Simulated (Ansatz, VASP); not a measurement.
# Two plane-wave programs on Ba2Te2H

```
CELL_PARAMETERS angstrom
6.23393 0.00000 0.00000
0.00000 6.23393 0.00000
0.00000 0.00000 5.09321
ATOMIC_POSITIONS crystal
Ba 0.50000 0.00000 0.77286
Ba 0.00000 0.50000 0.22714
Te 0.00000 0.00000 0.50000
Te 0.50000 0.50000 0.00000
H 0.00000 0.00000 0.00000
```

Change from the starting cell: ordered mixture with vacancies on the anion sites of fluorite (P-4m2, No. 115).

Alike in both runs: functional PBE; k mesh 6 × 6 × 8; occupations gaussian, width 0.1 eV; no spin polarisation.

Ansatz relaxed the structure, and its values are those at the end. VASP's run is a single point on that final structure, the one shown.

```csv
,VASP,Ansatz
version,VASP 6.6.1,Ansatz 0.2.0
potentials or method,"VASP PAW PBE potentials, release 64 (Ba_sv, Te, H), cutoff 520 eV","scalar-relativistic, plane waves, PAW"
valence electrons in the cell,33,53
```

```csv
,VASP,Ansatz,Ansatz less VASP
gap on the k mesh at the Fermi level (eV),none,none,-
pressure (GPa),0.3,0.0,-0.30
```

A gap of «none» marks a metal or a gap that the smearing closes. VASP's potentials hold 33 valence electrons a cell and Ansatz's 53, so a difference there can come from the potentials and not from the codes.

Spin-orbit coupling is off throughout.
